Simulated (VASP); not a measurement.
Here is a VASP 6.6.1 calculation.

File INCAR:

```
  PREC = Accurate
  ENCUT = 520
  EDIFF = 1E-7
  ISMEAR = 0
  SIGMA = 0.1
  LREAL = F
  LASPH = T
  NELM = 150
  ALGO = Fast
  ISIF = 2
  LWAVE = F
  LCHARG = F
  ISPIN = 2
  MAGMOM = 0 0 0 4.31
  LORBIT = 11
  LMAXMIX = 4
  GGA = PE
  NBANDS = 34
```

KPOINTS

```
regular mesh
0
Gamma
  4 4 4
```

File POSCAR:

```
Ca3Mn
1.0
    5.1106245652      0.0000000000      0.0000000000
    0.0000000000      5.1106245652      0.0000000000
    0.0000000000      0.0000000000      5.1106245652
Ca Mn
3 1
Direct
    0.0000000000      0.5000000000      0.5000000000
    0.5000000000      0.0000000000      0.5000000000
    0.5000000000      0.5000000000      0.0000000000
    0.0000000000      0.0000000000      0.0000000000
```

Potentials or basis: VASP PAW PBE potentials, release 64 (Ca_sv, Mn_pv).

Launch:

```sh
$ cat potpaw_PBE.64/Ca_sv/POTCAR potpaw_PBE.64/Mn_pv/POTCAR > POTCAR
$ mpirun -np 1 vasp_std > vasp.out
```

(1) What does it give for the net moment?

(2) What does it give for the site moments?

(3) Estimate the pressure.

Answers

(1) 4.24 μB per cell.

(2) Ca -0.02; Mn +4.14 μB.

(3) 0.1 GPa.
